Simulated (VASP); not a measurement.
# CaO (P1) in VASP: further runs, part 2 of 3

VASP 6.6.1. Earlier steps stand in the parts before.

## Step 3: Single point, PBE

The input, INCAR:

```
SYSTEM = CaO
ALGO = Normal
EDIFF = 1E-6
ENCUT = 520
GGA = PE
ISIF = 2
ISMEAR = -1
LASPH = .True.
LCHARG = .False.
LREAL = Auto
LWAVE = .False.
NBANDS = 114
NELM = 100
PREC = Accurate
SIGMA = 0.146
```

The input, KPOINTS:

```
k-points
0
Gamma
  2 2 2
  0 0 0
```

The input, POSCAR:

```
CaO
1.0
    5.8064179366      0.0000000000      0.0000000000
    0.0000000000      5.8064179366      0.0000000000
    0.0000000000      0.0000000000      8.7096269049
Ca O
12 12
Direct
   -0.0152395162     -0.0433408347      0.0037240401
   -0.0301228747     -0.0238863274      0.3206240670
   -0.0022972855      0.0563703825      0.6699459189
    0.0164939901      0.4726774803     -0.0105151462
   -0.0037012492      0.4797517214      0.3453907995
    0.0289810348      0.5425313910      0.6743466815
    0.4618346508     -0.0066319718     -0.0060715574
    0.4552471126      0.0362834715      0.3432527056
    0.5169190425      0.0222202400      0.6589367217
    0.5252959799      0.4985516082      0.0144076206
    0.4826443826      0.5502047966      0.3462621342
    0.5336689563      0.5073334424      0.6474850257
    0.2235280020      0.2475722581      0.2341218542
    0.2952577680      0.2464435071      0.5492952858
    0.2214473732      0.2750844010      0.8478068097
    0.2768977393      0.7649840312      0.1661388043
    0.2598610738      0.7132083920      0.5024110731
    0.1865399652      0.7574602876      0.8356034167
    0.7228072533      0.1308488311      0.1562937213
    0.7660705875      0.2305963874      0.4894856056
    0.7547594830      0.3144930351      0.8403509220
    0.8337768746      0.6717342848      0.1685995297
    0.7534027085      0.7007285808      0.5009776019
    0.6589196716      0.7811063636      0.8376007468
```

Potentials or basis: VASP PAW PBE potentials, release 64 (Ca_sv, O).

Run with:

```
$ cat potpaw_PBE.64/Ca_sv/POTCAR potpaw_PBE.64/O/POTCAR > POTCAR
$ mpirun -np 1 vasp_std > vasp.out
```

OUTCAR:

```text
SYSTEM = CaO
   EDIFF = 1E-6
   ENCUT = 520
   GGA = PE
   ISIF = 2
   ISMEAR = -1
   LASPH = .True.
   LREAL = Auto
   NELM = 100
   PREC = Accurate

 ion  position               nearest neighbor table
   1  0.985  0.957  0.004-  18 2.20  19 2.26  22 2.36  16 2.47   2 2.76   7 2.78   4 2.82   3 2.97
                             4 3.00   7 3.04
   2  0.970  0.976  0.321-  19 2.22  13 2.28  22 2.35  20 2.40  16 2.55  23 2.57   1 2.76   8 2.85
                             5 2.89   5 2.94   8 3.01   3 3.08
   3  0.998  0.056  0.670-  20 2.30  14 2.30  15 2.39  18 2.51  21 2.54   9 2.80   6 2.83   1 2.97
                             6 2.99   9 3.02   2 3.08
   4  0.016  0.473  0.989-  15 2.06  21 2.20  22 2.21  18 2.35   6 2.78   1 2.82  10 2.86  10 2.97
                             1 3.00   5 3.10
   5  0.996  0.480  0.345-  13 2.12  22 2.12  20 2.34  23 2.34  17 2.46  11 2.85   2 2.89   6 2.89
                             2 2.94  11 3.01   4 3.10
   6  0.029  0.543  0.674-  18 2.09  17 2.24  23 2.38  15 2.44  21 2.53  14 2.56   4 2.78   3 2.83
                            12 2.89   5 2.89  12 2.95   3 2.99
   7  0.462  0.993  0.994-  24 2.16  19 2.22  16 2.27  15 2.50  18 2.52   1 2.78  10 2.90   9 2.94
                            10 2.96   1 3.04   8 3.05
   8  0.455  0.036  0.343-  13 2.05  19 2.32  14 2.36  16 2.44  20 2.48   9 2.77  11 2.83   2 2.85
                            11 2.99   2 3.01   7 3.05
   9  0.517  0.022  0.659-  14 2.06  24 2.25  20 2.39   8 2.77   3 2.80  12 2.82   7 2.94  12 2.99
                             3 3.02
  10  0.525  0.499  0.014-  21 2.28  24 2.38  22 2.45  16 2.49   4 2.86   7 2.90  11 2.92   7 2.96
                             4 2.97
  11  0.483  0.550  0.346-  17 2.10  23 2.25  16 2.33  13 2.51  12 2.65   8 2.83   5 2.85  10 2.92
                             8 2.99   5 3.01
  12  0.534  0.507  0.647-  23 2.13  14 2.22  17 2.36  21 2.39  24 2.41  20 2.51  11 2.65   9 2.82
                             6 2.89   6 2.95   9 2.99
  13  0.224  0.248  0.234-   8 2.05   5 2.12   2 2.28  11 2.51
  14  0.295  0.246  0.549-   9 2.06  12 2.22   3 2.30   8 2.36   6 2.56
  15  0.221  0.275  0.848-   4 2.06   3 2.39   6 2.44   7 2.50
  16  0.277  0.765  0.166-   7 2.27  11 2.33   8 2.44   1 2.47  10 2.49   2 2.55
  17  0.260  0.713  0.502-  11 2.10   6 2.24  12 2.36   5 2.46
  18  0.187  0.757  0.836-   6 2.09   1 2.20   4 2.35   3 2.51   7 2.52
  19  0.723  0.131  0.156-   2 2.22   7 2.22   1 2.26   8 2.32
  20  0.766  0.231  0.489-   3 2.30   5 2.34   9 2.39   2 2.40   8 2.48  12 2.51
  21  0.755  0.314  0.840-   4 2.20  10 2.28  12 2.39   6 2.53   3 2.54
  22  0.834  0.672  0.169-   5 2.12   4 2.21   2 2.35   1 2.36  10 2.45
  23  0.753  0.701  0.501-  12 2.13  11 2.25   5 2.34   6 2.38   2 2.57
  24  0.659  0.781  0.838-   7 2.16   9 2.25  10 2.38  12 2.41

  LATTYP: Found a simple tetragonal cell.
 ALAT       =     5.8064179366
 C/A-ratio  =     1.5000000000

  Lattice vectors:

 A1 = (   5.8064179366,   0.0000000000,   0.0000000000)
 A2 = (   0.0000000000,   5.8064179366,   0.0000000000)
 A3 = (   0.0000000000,   0.0000000000,   8.7096269049)

Analysis of symmetry for initial positions (statically):
=====================================================================
 Subroutine PRICEL returns:
 Original cell was already a primitive cell.

 Routine SETGRP: Setting up the symmetry group for a
 simple tetragonal supercell.

 Subroutine GETGRP returns: Found  1 space group operations
 (whereof  1 operations were pure point group operations)
 out of a pool of 16 trial point group operations.

The static configuration has the point symmetry C_1 .

Analysis of symmetry for dynamics (positions and initial velocities):
[... 118 lines left out ...]
  0.000000  0.500000  0.500000      1.000000
  0.500000  0.500000  0.500000      1.000000
   k-points           NKPTS =      8   k-points in BZ     NKDIM =      8   number of bands    NBANDS=    114
   number of dos      NEDOS =    301   number of ions     NIONS =     24
   total plane-waves  NPLWV = 161280
   dimension x,y,z NGX =    48 NGY =   48 NGZ =   70
   dimension x,y,z NGXF=    96 NGYF=   96 NGZF=  140
   ions per type =              12  12
   NGX,Y,Z   is equivalent  to a cutoff of  13.74, 13.74, 13.36 a.u.
   NGXF,Y,Z  is equivalent  to a cutoff of  27.49, 27.49, 26.72 a.u.
 SYSTEM =  CaO
   PREC   = accura    normal or accurate (medium, high low for compatibility)
   ISTART =      0    job   : 0-new  1-cont  2-samecut
   ICHARG =      2    charge: 1-file 2-atom 10-const
   ISPIN  =      1    spin polarized calculation?
   LNONCOLLINEAR =      F non collinear calculations
   LSORBIT =      F    spin-orbit coupling
   LASPH  =      T    aspherical Exc in radial PAW
   ENCUT  =  520.0 eV  38.22 Ry    6.18 a.u.  10.80 10.80 16.19*2*pi/ulx,y,z
   NELM   =    100;   NELMIN=  2; NELMDL= -5     # of ELM steps
   EDIFF  = 0.1E-05   stopping-criterion for ELM
   LREAL  =      T    real-space projection
   EDIFFG = 0.1E-04   stopping-criterion for IOM
   NSW    =      0    number of steps for IOM
   IBRION =     -1    ionic relax: 0-MD 1-quasi-New 2-CG
   NFREE  =      0    steps in history (QN), initial steepest desc. (CG)
   ISIF   =      2    stress and relaxation
   ISYM   =      2    0-nonsym 1-usesym 2-fastsym
   POTIM  = 0.5000    time-step for ionic-motion
   TEBEG  =    0.0;   TEEND  =   0.0 temperature during run
   PSTRESS=    0.0 pullay stress
   NELECT =     192.0000    total number of electrons
   NUPDOWN=      -1.0000    fix difference up-down
   EMIN   =  10.00;   EMAX   =-10.00  energy-range for DOS
   EFERMI =   0.00;   METHOD = LEGACY
   ISMEAR =    -1;   SIGMA  =   0.15  broadening in eV -4-tet -1-fermi 0-gaus
   EFERMI_NEDOS =   21; number of points for ismear=-14 and -15
   IALGO  =     38    algorithm
   IMIX   =      4    mixing-type and parameters
     AMIX     =   0.40;   BMIX     =  1.00
     AMIX_MAG =   1.60;   BMIX_MAG =  1.00
  volume/ion in A,a.u.               =      12.24        82.57
  Fermi-wavevector in a.u.,A,eV,Ry     =   1.420921  2.685151 27.470378  2.019016
  Thomas-Fermi vector in A             =   2.541785
   LORBIT       =      0    0 simple, 1 ext, 2 COOP (PROOUT), +10 PAW based schemes
   GGA     = PE    functional components
[... 5 lines left out ...]
 non-spin polarized calculation
  energy-cutoff  :      520.00
  volume of cell :      293.64
 maximum number of plane-waves:      7940
 NGX is ok and might be reduce to    48
   NGX = 21   NGY = 21   NGZ = 33

 number of electron     192.0000008 magnetization

 Free energy of the ion-electron system (eV)
  ---------------------------------------------------
  ext. energy  EPLUGINS =         0.00000000
  ---------------------------------------------------
  free energy    TOTEN  =      -138.48383299 eV

  energy without entropy =     -138.48381594  energy(sigma->0) =     -138.48382446

 E-fermi :   5.8496     XC(G=0): -11.1619

 val. band max:        3.9040478279   @ k =   0.0000   0.5000   0.0000
 cond. band min:       7.6172114489   @ k =   0.0000   0.0000   0.0000
 fundamental gap:      3.7131636210
 Fermi energy:         5.8495708373

 k-point     1 :       0.0000    0.0000    0.0000
  band No.  band energies     occupation
      1     -35.1401      2.00000
      2     -35.1251      2.00000
      3     -34.8573      2.00000
      4     -34.7500      2.00000
      5     -34.7245      2.00000
      6     -34.5981      2.00000
[... 877 lines left out ...]
    107       9.5513      0.00000
    108       9.6181      0.00000
 [bands above 108 left out]

------------------------ aborting loop because EDIFF is reached ----------------------------------------

  FORCE on cell =-STRESS in cart. coord.  units (eV):
  Direction    XX          YY          ZZ          XY          YZ          ZX
  --------------------------------------------------------------------------------------
  -------------------------------------------------------------------------------------
  Total       32.2033801     32.2997581     28.6421151     -5.8669221      1.8257550     -1.6403099
  in kB      175.7097672    176.2356301    156.2786073    -32.0114074      9.9617802     -8.9499445
  external PRESSURE =     169.4080016 kB  Pullay stress =       0.0000000 kB

 VOLUME and BASIS-vectors are now :
 -----------------------------------------------------------------------------
  energy-cutoff  :      520.00
  volume of cell :      293.64
      direct lattice vectors                 reciprocal lattice vectors
     5.806417937  0.000000000  0.000000000     0.172223221  0.000000000  0.000000000
     0.000000000  5.806417937  0.000000000     0.000000000  0.172223221  0.000000000
     0.000000000  0.000000000  8.709626905     0.000000000  0.000000000  0.114815481

 POSITION                                       TOTAL-FORCE (eV/Angst)
 -----------------------------------------------------------------------------------
      5.71793      5.55476      0.03243        -0.989925      0.253180     -0.253621
      5.63151      5.66772      2.79252        -0.563939     -0.861133      0.703060
      5.79308      0.32731      5.83498         0.751694     -0.082542      0.467656
      0.09577      2.74456      8.61804         0.072147      0.051122      1.425653
      5.78493      2.78564      3.00823        -0.323765     -0.024341      0.876191
      0.16828      3.15016      5.87331        -0.209075     -0.427681     -0.545355
[... 16 lines left out ...]
      4.37457      4.06872      4.36333         0.630120      2.060699     -0.159404
      3.82596      4.53543      7.29519         1.315054      0.124574      0.274525
 -----------------------------------------------------------------------------------
    total drift:                               -0.005048      0.000681     -0.007974

  FREE ENERGIE OF THE ION-ELECTRON SYSTEM (eV)
  ---------------------------------------------------
  free  energy   TOTEN  =      -138.4838329869 eV

  energy  without entropy=     -138.4838159407  energy(sigma->0) =     -138.48382446
```

Wall time 9.6 min (1 thread of Intel Xeon Platinum 8488C (Sapphire Rapids), shared host); peak memory 0.49 GiB.

What came out:

| Quantity | Value |
| --- | --- |
| Free energy | -138.4838 eV |
| Pressure | 16.9 GPa |
| Largest force | 2.634 eV/Å |
| Band gap on the k mesh | 3.71 eV (least direct gap 3.77 eV) |

Forces in eV/Å, atoms in the order of the input:
```
Ca  -0.990  0.253 -0.254
Ca  -0.564 -0.861  0.703
Ca   0.752 -0.083  0.468
Ca   0.072  0.051  1.426
Ca  -0.324 -0.024  0.876
Ca  -0.209 -0.428 -0.545
Ca  -0.264  0.667 -0.239
Ca   1.127 -0.331  0.081
Ca   0.291 -1.348  1.030
Ca   0.056 -0.065 -0.609
Ca   0.606 -0.940 -1.492
Ca  -0.185 -0.107  2.436
O    0.113  0.598 -2.338
O   -1.798  0.203 -1.323
O    1.842 -1.832  0.432
O    0.930 -0.230  0.109
O   -0.490  1.891  0.029
O    0.070  0.985  0.153
O   -0.348  1.331  0.110
O    0.070 -0.557  0.265
O   -0.581 -1.255 -1.058
O   -2.122 -0.104 -0.374
O    0.630  2.061 -0.159
O    1.315  0.125  0.275
```

Caveat: the k points lie up to 0.54 Å⁻¹ apart; the atoms stand as in a frame of molecular dynamics; the structure was generated, so it needn't be the stable form of CaO; forces of over 1 eV/Å act on the atoms, so gaps and moduli don't describe the material at rest.

(Part 2 of 3 ends here.)
